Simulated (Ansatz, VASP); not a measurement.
## CaTiSe3: VASP beside Ansatz

Contents of INCAR:

```
SYSTEM = CaTiSe3
PREC = Accurate
ENCUT = 600
EDIFF = 1E-6
ISMEAR = 0
SIGMA = 0.1
LREAL = .False.
LASPH = .True.
NELM = 80
ALGO = Normal
ISIF = 3
LWAVE = .False.
LCHARG = .False.
GGA = PE
IBRION = 2
NSW = 100
EDIFFG = -0.01
```

Contents of KPOINTS:

```
regular mesh
0
Gamma
  8 8 8
  0 0 0
```

File POSCAR:

```
CaTiSe3
1.0
    5.0381084300      0.0000000000      0.0000000000
    0.0000000000      5.0381084300      0.0000000000
    0.0000000000      0.0000000000      5.0381084300
Ca Ti Se
1 1 3
Direct
    0.5000000000      0.5000000000      0.5000000000
    0.0000000000      0.0000000000      0.0000000000
    0.5000000000      0.0000000000      0.0000000000
    0.0000000000      0.5000000000      0.0000000000
    0.0000000000      0.0000000000      0.5000000000
```

Input for Ansatz:

```yaml
crystal:
  lattice:
    - [5.03810843, 0.0, 0.0]
    - [0.0, 5.03810843, 0.0]
    - [0.0, 0.0, 5.03810843]
  atoms:
    - { symbol: Ca, position: [0.5, 0.5, 0.5] }
    - { symbol: Ti, position: [0.0, 0.0, 0.0] }
    - { symbol: Se, position: [0.5, 0.0, 0.0] }
    - { symbol: Se, position: [0.0, 0.5, 0.0] }
    - { symbol: Se, position: [0.0, 0.0, 0.5] }
basis:
  ecutwfc: 420
kpoints:
  mp_grid: { grid: [8, 8, 8] }
hamiltonian:
  xc: pbe
scf:
  occupations: { method: gaussian, width: 0.1 }
output:
  forces: true
  stress: true
  eigenvalues: true
  write_density: true
  write_potential: true
  elf: true
  volumetric_format: npy
relax:
  adjacent_minimum: "off"
  f_tol: 0.01
  max_steps: 80
  cell: { stress_tol: 0.05 }
```

Alike in both runs: task relaxation of cell and atoms; functional PBE; k mesh 8 × 8 × 8; occupations gaussian, width 0.1 eV; no spin polarisation.

```csv
,VASP,Ansatz
version,VASP 6.6.1,Ansatz 0.2.0
potentials or method,"VASP PAW PBE potentials, release 64 (Ca_sv, Ti_sv, Se), cutoff 600 eV","scalar-relativistic, plane waves, PAW"
valence electrons in the cell,40,70
```

|  | VASP | Ansatz | Ansatz less VASP |
| --- | --- | --- | --- |
| gap on the k mesh at the Fermi level, each at its own relaxed structure (eV) | none | none | - |
| relaxed volume (Å³/atom) | 24.90 | 24.86 | -0.034 |
| relaxed cell length with the largest relative difference (Å) | 4.993 | 4.991 | -0.0023 |

A gap of «none» marks a metal or a gap that the smearing closes. VASP's potentials hold 40 valence electrons a cell and Ansatz's 70, so a difference there can come from the potentials and not from the codes.
